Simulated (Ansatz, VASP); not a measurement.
# One calculation of MgSi4O8, two programs

The input INCAR:

```
SYSTEM = MgSi4O8
PREC = Accurate
ENCUT = 520
EDIFF = 1E-6
ISMEAR = 0
SIGMA = 0.1
LREAL = .FALSE.
LASPH = .TRUE.
NELM = 150
ALGO = Normal
ISIF = 2
LWAVE = .FALSE.
LCHARG = .FALSE.
ISPIN = 2
MAGMOM = 0 0 0 0 0 1 1 1 1 1 1 1 1
LORBIT = 11
GGA = PE
NBANDS = 49
```

The input KPOINTS:

```
regular mesh
0
G
  6 6 2
  0 0 0
```

File POSCAR:

```
MgSi4O8
1.0
    5.2437431400      0.0000000000      0.0000000000
   -2.6218715700      4.5412147700      0.0000000000
    0.0000000000      0.0000000000      8.5629971600
Mg Si O
1 4 8
Direct
    0.0000000000      0.0000000000      0.0000000000
    0.3333333300      0.6666666700      0.6874999900
    0.6666666700      0.3333333300      0.1874999900
    0.6666666700      0.3333333300      0.8125000100
    0.3333333300      0.6666666700      0.3125000100
    0.0712146200      0.5356073100      0.7656294900
    0.4643926900      0.5356073100      0.7656294900
    0.4643926900      0.9287853800      0.7656294900
    0.3333333300      0.6666666700      0.5000000000
    0.6666666700      0.3333333300      0.0000000000
    0.4643926900      0.9287853800      0.2343705100
    0.4643926900      0.5356073100      0.2343705100
    0.0712146200      0.5356073100      0.2343705100
```

Input for Ansatz:

```yaml
crystal:
  lattice:
    - [5.24374314, 0.0, 0.0]
    - [-2.62187157, 4.54121477, 0.0]
    - [0.0, 0.0, 8.56299716]
  atoms:
    - { symbol: Mg, position: [0.0, 0.0, 0.0] }
    - { symbol: Si, position: [0.33333333, 0.66666667, 0.68749999] }
    - { symbol: Si, position: [0.66666667, 0.33333333, 0.18749999] }
    - { symbol: Si, position: [0.66666667, 0.33333333, 0.81250001] }
    - { symbol: Si, position: [0.33333333, 0.66666667, 0.31250001] }
    - { symbol: O, position: [0.07121462, 0.53560731, 0.76562949], spin: 1.0 }
    - { symbol: O, position: [0.46439269, 0.53560731, 0.76562949], spin: 1.0 }
    - { symbol: O, position: [0.46439269, 0.92878538, 0.76562949], spin: 1.0 }
    - { symbol: O, position: [0.33333333, 0.66666667, 0.5], spin: 1.0 }
    - { symbol: O, position: [0.66666667, 0.33333333, 0.0], spin: 1.0 }
    - { symbol: O, position: [0.46439269, 0.92878538, 0.23437051], spin: 1.0 }
    - { symbol: O, position: [0.46439269, 0.53560731, 0.23437051], spin: 1.0 }
    - { symbol: O, position: [0.07121462, 0.53560731, 0.23437051], spin: 1.0 }
basis:
  ecutwfc: 420
kpoints:
  mp_grid: { grid: [6, 6, 2] }
hamiltonian:
  xc: pbe
scf:
  occupations: { method: gaussian, width: 0.1 }
  lower_state_search: "off"
output:
  forces: true
  stress: true
  eigenvalues: true
  populations: true
magnetization:
  spin_polarized: true
```

Alike in both runs: task single point; functional PBE; k mesh 6 × 6 × 2; occupations gaussian, width 0.1 eV; collinear spin.

```csv
,VASP,Ansatz
version,VASP 6.6.1,Ansatz 0.2.0
potentials or method,"VASP PAW PBE potentials, release 64 (Mg, Si, O), cutoff 520 eV","scalar-relativistic, plane waves, PAW"
valence electrons in the cell,66,74
```

VASP gave:

* gap on the k mesh at the Fermi level (eV): none
* rms of the force components (eV/Å): 11.185
* net moment per atom (μB): 0.00

Question: Estimate Ansatz's values.

Answer: gap on the k mesh at the Fermi level (eV): none; rms of the force components (eV/Å): 11.339; net moment per atom (μB): 0.00.

Atom by atom the forces differ by 0.174 eV/Å (rms over components). A gap of «none» marks a metal or a gap that the smearing closes. The functional is the same, so the differences come from potentials, cutoffs and numerics. VASP's potentials hold 66 valence electrons a cell and Ansatz's 74, so a difference there can come from the potentials and not from the codes. Ansatz's warnings: seeded moment not kept.

The k mesh is coarse, so the values compare programs but aren't converged.
